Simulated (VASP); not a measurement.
Al9H, 20 atoms in the cell. The cell holds a slab with vacuum, 20 atoms: a = 5.707 Å, b = 9.806 Å, c = 22.790 Å, α = 90.00°, β = 90.00°, γ = 98.37°. 

```yaml
Program: VASP 6.6.1
Task: single point
Functional: PBE
Potentials_or_basis: VASP PAW PBE potentials, release 64 (Al, H)
Cutoff: 520 eV
k_mesh: 5 × 3 × 1
Occupations: gaussian, width 0.1 eV
Spin: no spin polarisation
Dipole_correction: yes
Further_INCAR_settings: LREAL = Auto; ALGO = Normal; EDIFF = 1e-06; NBANDS = 44
```

Potentials or basis: VASP PAW PBE potentials, release 64 (Al, H).

Command:

```bash
$ cat potpaw_PBE.64/Al/POTCAR potpaw_PBE.64/H/POTCAR > POTCAR
$ mpirun -np 1 vasp_std > vasp.out
```

Hardware: 1 thread of Intel(R) Xeon(R) Platinum 8259CL CPU @ 2.50GHz (Skylake/Cascade Lake) (shared host).

Q: Estimate the wall time of this run.

A: It took 25 min on 1 thread of Intel(R) Xeon(R) Platinum 8259CL CPU @ 2.50GHz (Skylake/Cascade Lake) (shared host), peak memory 1.2 GiB. Counts: scf iterations 26, k points 8.
